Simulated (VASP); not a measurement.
Input of a VASP 6.6.1 run:

Contents of INCAR:

```
ALGO = Normal
EDIFF = 1E-7
ENCUT = 520
GGA = PE
ISIF = 2
ISMEAR = 0
LASPH = True
LCHARG = False
LREAL = False
LWAVE = False
NBANDS = 24
NELM = 100
PREC = Accurate
SIGMA = 0.01
```

Contents of KPOINTS:

```
k-points
0
Gamma
  4 4 4
```

The input POSCAR:

```
K2ICl
1.0
    2.3574210371      1.3610576702      7.7636043941
   -2.3574210371      1.3610576702      7.7636043941
    0.0000000000     -2.7221153408      7.7636043941
Cl I K
1 1 2
Direct
    1.0000000000      0.0000000000      0.0000000000
    0.5000000000      0.5000000000      0.5000000000
    0.2599441895      0.2599441895      0.2599441895
    0.7400558105      0.7400558105      0.7400558105
```

Potentials or basis: VASP PAW PBE potentials, release 64 (Cl, I, K_sv).

The run is started by

```sh
$ cat potpaw_PBE.64/Cl/POTCAR potpaw_PBE.64/I/POTCAR potpaw_PBE.64/K_sv/POTCAR > POTCAR
$ mpirun -np 1 vasp_std > vasp.out
```

What does it give for the pressure?

0.6 GPa.

Estimate the largest force.

0.018 eV/Å.

Estimate the band gap on the k mesh.

3.80 eV.

Forces on the atoms (eV/Å):
```
Cl   0.000  0.000  0.000
I    0.000  0.000  0.000
K    0.000  0.000 -0.018
K    0.000  0.000  0.018
```

Caveat: spin-orbit coupling is left out, which moves the levels of the heavy elements. A k mesh can miss the band edges.
